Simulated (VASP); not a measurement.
# Yb (P6_3/mmc) in VASP: electric field gradients with r2SCAN

Aim: the electric field gradients of Yb with r2SCAN.

Program: VASP 6.6.1. These are calculated values, not measurements. Logs are shortened: lines on timing, memory, paths and dates and some standing lists are left out, and cuts for length are marked.

### 1 The cell of the first run

The structure is hexagonal, space group P6_3/mmc (No. 194). Conventional cell: a = 3.775 Å, b = 3.775 Å, c = 6.248 Å, α = 90.00°, β = 90.00°, γ = 120.00°. Within 5.0 Å of Yb (site symmetry -6m2) lie 12 Yb at 3.77 to 3.81 Å.

This isn't the form of Yb at room conditions, which is fcc.

### 2 Electric field gradients, r2SCAN (38.55 Å³/atom)

Contents of POSCAR:

```
Yb
1.0
    3.7748889466      0.0000000000      0.0000000000
   -1.8874444733      3.2691497243      0.0000000000
    0.0000000000      0.0000000000      6.2479740600
Yb
2
Direct
    0.6666666667      0.3333333333      0.7500000000
    0.3333333333      0.6666666667      0.2500000000
```

Contents of INCAR.step1:

```
PREC = Accurate ; ENCUT = 520
ISMEAR = -1 ; SIGMA = 0.03
LREAL = F ; LASPH = T
NELM = 100 ; NBANDS = 31
GGA = PE ; ALGO = Normal
EDIFF = 1E-4 ; LWAVE = T
LCHARG = F
```

Contents of INCAR.step2:

```
PREC = Accurate ; ENCUT = 520
EDIFF = 1E-8 ; ISMEAR = -1
SIGMA = 0.03 ; LREAL = F
LASPH = T ; NELM = 100
ALGO = Normal ; ISIF = 2
LWAVE = F ; LCHARG = F
METAGGA = R2SCAN ; LMIXTAU = T
LEFG = T ; NBANDS = 31
ISTART = 1
```

Contents of KPOINTS:

```
Automatic mesh
0
Gamma
  12 12 7
```

Potentials or basis: VASP PAW PBE potentials, release 64 (Yb).

Launch:

```sh
> cat potpaw_PBE.64/Yb/POTCAR > POTCAR
> cp INCAR.step1 INCAR
> mpirun -np 1 vasp_std > vasp.out
> cp INCAR.step2 INCAR
> mpirun -np 1 vasp_std > vasp.out
```

OUTCAR:

```text
PREC = Accurate
   ENCUT = 520
   EDIFF = 1E-8
   ISMEAR = -1
   LREAL = F
   LASPH = T
   NELM = 100
   ISIF = 2
   METAGGA = R2SCAN
   ISTART = 1

 ion  position               nearest neighbor table
   1  0.667  0.333  0.750-   2 3.81   2 3.81   2 3.81   2 3.81   2 3.81   2 3.81
   2  0.333  0.667  0.250-   1 3.81   1 3.81   1 3.81   1 3.81   1 3.81   1 3.81

  LATTYP: Found a hexagonal cell.
 ALAT       =     3.7748889466
 C/A-ratio  =     1.6551411574

  Lattice vectors:

 A1 = (   3.7748889466,   0.0000000000,   0.0000000000)
 A2 = (  -1.8874444733,   3.2691497243,   0.0000000000)
 A3 = (   0.0000000000,   0.0000000000,   6.2479740600)

Analysis of symmetry for initial positions (statically):
=====================================================================
 Subroutine PRICEL returns:
 Original cell was already a primitive cell.

 Routine SETGRP: Setting up the symmetry group for a
 hexagonal supercell.

 Subroutine GETGRP returns: Found 24 space group operations
 (whereof 12 operations were pure point group operations)
 out of a pool of 24 trial point group operations.

The static configuration has the point symmetry D_3d.
 The point group associated with its full space group is D_6h.

Analysis of symmetry for dynamics (positions and initial velocities):
=====================================================================
 Subroutine PRICEL returns:
 Original cell was already a primitive cell.

 Routine SETGRP: Setting up the symmetry group for a
 hexagonal supercell.

 Subroutine GETGRP returns: Found 24 space group operations
 (whereof 12 operations were pure point group operations)
 out of a pool of 24 trial point group operations.

The dynamic configuration has the point symmetry D_3d.
 The point group associated with its full space group is D_6h.

 Subroutine INISYM returns: Found 24 space group operations
 (whereof 12 operations are pure point group operations),
 and found     1 'primitive' translations

----------------------------------------------------------------------------------------

                                     Primitive cell

  volume of cell :      77.1042

  direct lattice vectors                    reciprocal lattice vectors
     3.774888947  0.000000000  0.000000000     0.264908455  0.152944968  0.000000000
    -1.887444473  3.269149724  0.000000000     0.000000000  0.305889936  0.000000000
     0.000000000  0.000000000  6.247974060     0.000000000  0.000000000  0.160051881

  length of vectors
     3.774888947  3.774888947  6.247974060     0.305889936  0.305889936  0.160051881

  position of ions in fractional coordinates (direct lattice)
     0.666666667  0.333333333  0.750000000
     0.333333333  0.666666667  0.250000000

  ion indices of the primitive-cell ions
   primitive index   ion index
                 1           1
                 2           2

----------------------------------------------------------------------------------------

 KPOINTS: Automatic mesh

Automatic generation of k-mesh.
 Grid dimensions read from file:
 generate k-points for:   12   12    7

 Generating k-lattice:

  Cartesian coordinates                     Fractional coordinates (reciprocal lattice)
     0.022075705  0.012745414  0.000000000     0.083333333 -0.000000000  0.000000000
     0.000000000  0.025490828  0.000000000     0.000000000  0.083333333  0.000000000
     0.000000000  0.000000000  0.022864554     0.000000000  0.000000000  0.142857143

  Length of vectors
     0.025490828  0.025490828  0.022864554

  Shift w.r.t. Gamma in fractional coordinates (k-lattice)
     0.000000000  0.000000000  0.000000000

 Subroutine IBZKPT returns following result:
 ===========================================

 Found     76 irreducible k-points:

 Following reciprocal coordinates:
            Coordinates               Weight
  0.000000  0.000000  0.000000      1.000000
  0.083333 -0.000000  0.000000      6.000000
  0.166667 -0.000000  0.000000      6.000000
  0.250000 -0.000000  0.000000      6.000000
  0.333333  0.000000  0.000000      6.000000
  0.416667  0.000000  0.000000      6.000000
[... 16 lines left out ...]
  0.250000 -0.000000  0.142857     12.000000
  0.333333  0.000000  0.142857     12.000000
 [... further k-points ...]
   k-points           NKPTS =     76   k-points in BZ     NKDIM =     76   number of bands    NBANDS=     31
   number of dos      NEDOS =    301   number of ions     NIONS =      2
   total plane-waves  NPLWV =  37632
   dimension x,y,z NGX =    28 NGY =   28 NGZ =   48
   dimension x,y,z NGXF=    56 NGYF=   56 NGZF=   96
   ions per type =               2
   NGX,Y,Z   is equivalent  to a cutoff of  12.33, 12.33, 12.77 a.u.
   NGXF,Y,Z  is equivalent  to a cutoff of  24.66, 24.66, 25.54 a.u.
 SYSTEM =  unknown system
   PREC   = accura    normal or accurate (medium, high low for compatibility)
   ISTART =      1    job   : 0-new  1-cont  2-samecut
   ICHARG =      0    charge: 1-file 2-atom 10-const
   ISPIN  =      1    spin polarized calculation?
   LNONCOLLINEAR =      F non collinear calculations
   LSORBIT =      F    spin-orbit coupling
   LASPH  =      T    aspherical Exc in radial PAW
   ENCUT  =  520.0 eV  38.22 Ry    6.18 a.u.   7.02  7.02 11.62*2*pi/ulx,y,z
   NELM   =    100;   NELMIN=  2; NELMDL=  0     # of ELM steps
   EDIFF  = 0.1E-07   stopping-criterion for ELM
   LREAL  =      F    real-space projection
   EDIFFG = 0.1E-06   stopping-criterion for IOM
   NSW    =      0    number of steps for IOM
   IBRION =     -1    ionic relax: 0-MD 1-quasi-New 2-CG
   NFREE  =      0    steps in history (QN), initial steepest desc. (CG)
   ISIF   =      2    stress and relaxation
   ISYM   =      2    0-nonsym 1-usesym 2-fastsym
   POTIM  = 0.5000    time-step for ionic-motion
   TEBEG  =    0.0;   TEEND  =   0.0 temperature during run
   PSTRESS=    0.0 pullay stress
   NELECT =      48.0000    total number of electrons
   NUPDOWN=      -1.0000    fix difference up-down
   EMIN   =  10.00;   EMAX   =-10.00  energy-range for DOS
   EFERMI =   0.00;   METHOD = LEGACY
   ISMEAR =    -1;   SIGMA  =   0.03  broadening in eV -4-tet -1-fermi 0-gaus
   EFERMI_NEDOS =   21; number of points for ismear=-14 and -15
   IALGO  =     38    algorithm
   IMIX   =      4    mixing-type and parameters
     AMIX     =   0.40;   BMIX     =  1.00
     AMIX_MAG =   1.60;   BMIX_MAG =  1.00
  volume/ion in A,a.u.               =      38.55       260.16
  Fermi-wavevector in a.u.,A,eV,Ry     =   1.397856  2.641565 26.585812  1.954002
  Thomas-Fermi vector in A             =   2.521071
   LORBIT       =      0    0 simple, 1 ext, 2 COOP (PROOUT), +10 PAW based schemes
   METAGGA = R2SCAN    functional components
   LHFCALC =     F    Hartree Fock is set to
   AEXX    =    0.0000 exact exchange contribution
   IVDW    =     0    specifies the selected vdW correction
   LEPSILON=     F    determine dielectric tensor
   LRPA    =     F    only Hartree local field effects (RPA)
 non-spin polarized calculation
  energy-cutoff  :      520.00
  volume of cell :       77.10
 maximum number of plane-waves:      2093
 NGX is ok and might be reduce to    28
   NGX = 13   NGY = 13   NGZ = 23

 number of electron      47.9999998 magnetization

 Free energy of the ion-electron system (eV)
  ---------------------------------------------------
  ext. energy  EPLUGINS =         0.00000000
  ---------------------------------------------------
  free energy    TOTEN  =       -71.01546236 eV

  energy without entropy =      -71.00764065  energy(sigma->0) =      -71.01155150

 E-fermi :   1.2895     XC(G=0):  -9.8125

 val. band max:        1.2765515850   @ k =   0.3333   0.3333   0.2857
 cond. band min:       1.2949621684   @ k =   0.5000  -0.0000   0.0000
 fundamental gap:      0.0184105834
 Fermi energy:         1.2894715251

 k-point     1 :       0.0000    0.0000    0.0000
  band No.  band energies     occupation
      1     -52.0844      2.00000
      2     -52.0725      2.00000
      3     -23.9439      2.00000
      4     -23.7208      2.00000
      5     -23.7206      2.00000
      6     -23.6868      2.00000
[... 23 lines left out ...]
     30       4.9488      0.00000
     31       5.7418      0.00000

 k-point     2 :       0.0833   -0.0000    0.0000
  band No.  band energies     occupation
      1     -52.0836      2.00000
      2     -52.0720      2.00000
      3     -23.9379      2.00000
      4     -23.7352      2.00000
      5     -23.7252      2.00000
      6     -23.7017      2.00000
[... 23 lines left out ...]
     30       5.0865      0.00000
     31       5.4643      0.00000

 k-point     3 :       0.1667   -0.0000    0.0000
  band No.  band energies     occupation
      1     -52.0814      2.00000
      2     -52.0709      2.00000
      3     -23.9207      2.00000
      4     -23.7749      2.00000
      5     -23.7421      2.00000
      6     -23.7372      2.00000
[... 23 lines left out ...]
     30       4.9625      0.00000
     31       5.2214      0.00000

 k-point     4 :       0.2500   -0.0000    0.0000
  band No.  band energies     occupation
      1     -52.0783      2.00000
      2     -52.0695      2.00000
      3     -23.8951      2.00000
      4     -23.8294      2.00000
      5     -23.7957      2.00000
      6     -23.7530      2.00000
[... 23 lines left out ...]
     30       5.4345      0.00000
     31       5.5384      0.00000

 k-point     5 :       0.3333    0.0000    0.0000
  band No.  band energies     occupation
      1     -52.0751      2.00000
      2     -52.0683      2.00000
      3     -23.8841      2.00000
      4     -23.8652      2.00000
      5     -23.8478      2.00000
      6     -23.7684      2.00000
[... 23 lines left out ...]
     30       6.0232      0.00000
     31       6.3685      0.00000
[... 542 lines left out ...]
     30       4.9783      0.00000
     31       5.7133      0.00000

 k-point    22 :       0.1667   -0.0000    0.1429
  band No.  band energies     occupation
      1     -52.0809      2.00000
      2     -52.0714      2.00000
      3     -23.9113      2.00000
      4     -23.7717      2.00000
      5     -23.7488      2.00000
      6     -23.7351      2.00000
[... 23 lines left out ...]
     30       5.2061      0.00000
     31       5.4433      0.00000

 k-point    23 :       0.2500   -0.0000    0.1429
  band No.  band energies     occupation
      1     -52.0779      2.00000
      2     -52.0699      2.00000
      3     -23.8928      2.00000
      4     -23.8219      2.00000
      5     -23.8013      2.00000
      6     -23.7506      2.00000
[... 23 lines left out ...]
     30       5.5497      0.00000
     31       5.5849      0.00000

 k-point    24 :       0.3333    0.0000    0.1429
  band No.  band energies     occupation
      1     -52.0748      2.00000
      2     -52.0686      2.00000
      3     -23.8984      2.00000
      4     -23.8587      2.00000
      5     -23.8379      2.00000
      6     -23.7658      2.00000
[... 23 lines left out ...]
     30       6.0341      0.00000
     31       6.2858      0.00000

 [... further k-points ...]

------------------------ aborting loop because EDIFF is reached ----------------------------------------

  FORCE on cell =-STRESS in cart. coord.  units (eV):
  Direction    XX          YY          ZZ          XY          YZ          ZX
  --------------------------------------------------------------------------------------
  -------------------------------------------------------------------------------------
  Total       -0.8824014     -0.8824014     -0.9384407      0.0000000      0.0000000      0.0000000
  in kB      -18.3357453    -18.3357453    -19.5002064      0.0000000      0.0000000      0.0000000
  external PRESSURE =     -18.7238990 kB  Pullay stress =       0.0000000 kB

 VOLUME and BASIS-vectors are now :
 -----------------------------------------------------------------------------
  energy-cutoff  :      520.00
  volume of cell :       77.10
      direct lattice vectors                 reciprocal lattice vectors
     3.774888947  0.000000000  0.000000000     0.264908455  0.152944968  0.000000000
    -1.887444473  3.269149724  0.000000000     0.000000000  0.305889936  0.000000000
     0.000000000  0.000000000  6.247974060     0.000000000  0.000000000  0.160051881

 POSITION                                       TOTAL-FORCE (eV/Angst)
 -----------------------------------------------------------------------------------
      1.88744      1.08972      4.68598         0.000000      0.000000      0.000000
     -0.00000      2.17943      1.56199        -0.000000     -0.000000     -0.000000
 -----------------------------------------------------------------------------------
    total drift:                               -0.000000      0.000000      0.000000

  FREE ENERGIE OF THE ION-ELECTRON SYSTEM (eV)
  ---------------------------------------------------
  free  energy   TOTEN  =       -71.0154623596 eV

  energy  without entropy=      -71.0076406477  energy(sigma->0) =      -71.01155150

 Electric field gradients (V/A^2)
---------------------------------------------------------------------
 ion       V_xx      V_yy      V_zz      V_xy      V_xz      V_yz
---------------------------------------------------------------------
   1      11.268    11.273   -22.540     0.004    -0.000     0.000
   2      11.268    11.273   -22.540     0.004     0.000    -0.000
---------------------------------------------------------------------

 Electric field gradients after diagonalization (V/A^2)
 (convention: |V_zz| > |V_xx| > |V_yy|)
----------------------------------------------------------------------
 ion       V_xx      V_yy      V_zz     asymmetry (V_yy - V_xx)/ V_zz
----------------------------------------------------------------------
   1      11.275    11.265   -22.540       0.000
   2      11.275    11.265   -22.540       0.000
----------------------------------------------------------------------

           NMR quadrupolar parameters

 Cq : quadrupolar parameter    Cq=e*Q*V_zz/h
 eta: asymmetry parameters     (V_yy - V_xx)/ V_zz
 Q  : nuclear electric quadrupole moment in mb (millibarn)
----------------------------------------------------------------------
 ion       Cq(MHz)       eta       Q (mb)
----------------------------------------------------------------------
   1      -0.055       0.000       1.000
   2      -0.055       0.000       1.000
----------------------------------------------------------------------
```

Run time: 29 min. Hardware: 1 thread of AMD EPYC 7R13 (Zen 3), shared host; peak memory 0.29 GiB.

What came out:

* Free energy: -71.0155 eV
* Pressure: -1.9 GPa
* Band gap on the k mesh: zero (bands 24 and 25 overlap by 0.44 eV)
* Largest electric field gradient by atom: Yb -22.5 V/Å²

Levels at points of the mesh, in eV from the Fermi level:
| k point | band 22 | band 23 | band 24 | band 25 | band 26 | band 27 |
| --- | --- | --- | --- | --- | --- | --- |
| (0.00, 0.00, 0.00) | -0.29 | -0.28 | -0.27 | 0.09 | 3.00 | 3.09 |
| (0.50, 0.00, 0.00) | -0.25 | -0.25 | -0.23 | 0.01 | 0.25 | 1.73 |

Electric field gradients, principal values (V/Å²):
| atom | least | middle | greatest (by size) |
| --- | --- | --- | --- |
| 1 Yb | 11.265 | 11.275 | -22.540 |
| 2 Yb | 11.265 | 11.275 | -22.540 |

Caveat: without QUAD_EFG the Cq values of the log hold for a quadrupole moment of 1 mb, not for the nuclei; the PAW data sets were made with another functional, which shifts forces and pressure a little; spin-orbit coupling is left out, which moves the levels of the heavy elements. Spin polarisation is off, so any magnetic state and its effect on volume and gap are missing.
